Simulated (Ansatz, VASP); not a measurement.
ZnS: VASP beside Ansatz

POSCAR

```
ZnS
1.0
    0.0000000000      2.7455527792      2.6323608914
    2.7455527792      0.0000000000      2.6323608914
    2.7455527792      2.7455527792      0.0000000000
Zn S
1 1
Direct
    0.2500000000      0.2500000000      0.2500000000
    0.0000000000      0.0000000000      0.0000000000
```

File INCAR.step1:

```
PREC = Accurate
ENCUT = 520
ISMEAR = 0
SIGMA = 0.01
LREAL = False
LASPH = True
NELM = 80
NBANDS = 16
GGA = PE
ALGO = Normal
EDIFF = 1E-4
LWAVE = True
LCHARG = False
```

File INCAR.step2:

```
PREC = Accurate
ENCUT = 520
EDIFF = 1E-6
ISMEAR = 0
SIGMA = 0.01
LREAL = False
LASPH = True
NELM = 80
ALGO = Normal
ISIF = 2
LWAVE = False
LCHARG = True
METAGGA = R2SCAN
LMIXTAU = True
LELF = True
LVHAR = True
NBANDS = 16
ISTART = 1
```

The input KPOINTS:

```
regular mesh
0
Gamma
  8 8 8
```

Input for Ansatz:

```yaml
crystal:
  lattice:
    - [0.0, 2.7455527792, 2.6323608914]
    - [2.7455527792, 0.0, 2.6323608914]
    - [2.7455527792, 2.7455527792, 0.0]
  atoms:
    - { symbol: Zn, position: [0.25, 0.25, 0.25] }
    - { symbol: S, position: [0.0, 0.0, 0.0] }
kpoints:
  mp_grid: { grid: [8, 8, 8] }
  band_path:
    path:
      - [0.0, 0.0, 0.0]
      - [-0.5, -0.5, 0.0]
      - [-0.375, -0.375, 0.25]
      - [-0.375, 0.0, 0.375]
      - [0.0, 0.0, 0.5]
      - [-0.5, -0.25, 0.25]
    npoints: 1
hamiltonian:
  xc: r2scan
scf:
  occupations: { method: fixed }
  n_extra_bands: 4
output:
  forces: true
  stress: true
  eigenvalues: true
  write_density: true
  write_potential: true
  elf: true
  volumetric_format: npy
```

Change from the starting cell: epitaxial_xy strain +1.9%.

Alike in both runs: task single point; functional r2SCAN; k mesh 8 × 8 × 8; no spin polarisation.

|  | VASP | Ansatz |
| --- | --- | --- |
| version | VASP 6.6.1 | Ansatz 0.2.0 |
| potentials or method | VASP PAW PBE potentials, release 64 (Zn, S) | plane waves, PAW |
| plane-wave cutoff (eV) | 520 | 500 |
| occupations | gaussian, width 0.01 eV | fixed |
| valence electrons in the cell | 18 | 18 |

|  | VASP | Ansatz | Ansatz less VASP |
| --- | --- | --- | --- |
| gap on the k mesh at the Fermi level (eV) | 2.55 | 2.54 | -0.010 |
| pressure (GPa) | -1.1 | -1.1 | +0.01 |
| traceless stress, the component that is largest in VASP (GPa) | 1.14 | 1.13 | -0.009 |

VASP's potentials were made for PBE, not for r2SCAN.
